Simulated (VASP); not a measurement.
## Mo: single point with PBEsol

Mo:

```
CELL_PARAMETERS angstrom
-1.54814 1.54814 1.54814
1.54814 -1.54814 1.54814
1.54814 1.54814 -1.54814
ATOMIC_POSITIONS crystal
Mo 0.00000 0.00000 0.00000
```

```yaml
Program: VASP 6.6.1
Task: single point
Functional: PBEsol
Potentials_or_basis: VASP PAW PBE potentials, release 64 (Mo_sv)
Cutoff: 520 eV
k_mesh: 15 × 15 × 15
Occupations: gaussian, width 0.1 eV
Spin: no spin polarisation
```

```
Pressure               : 10.6 GPa
Band gap on the k mesh : zero (band 7 reaches 17.31 eV, above the bottom of band 8 at 11.84 eV)
```

Levels at points of the mesh, in eV from the Fermi level:
```
           k point  band 4  band 5  band 6  band 7  band 8  band 9  band 10  band 11
(0.00, 0.00, 0.00)  -34.31   -7.39   -1.42   -1.42   -1.42    1.79     1.79    14.94
```

Run time: 6.7 s on 1 thread of Intel(R) Xeon(R) 6975P-C (Granite Rapids), on a shared host, peak memory 0.14 GiB.

Caveat: the PAW data sets were made with another functional, which shifts forces and pressure a little.
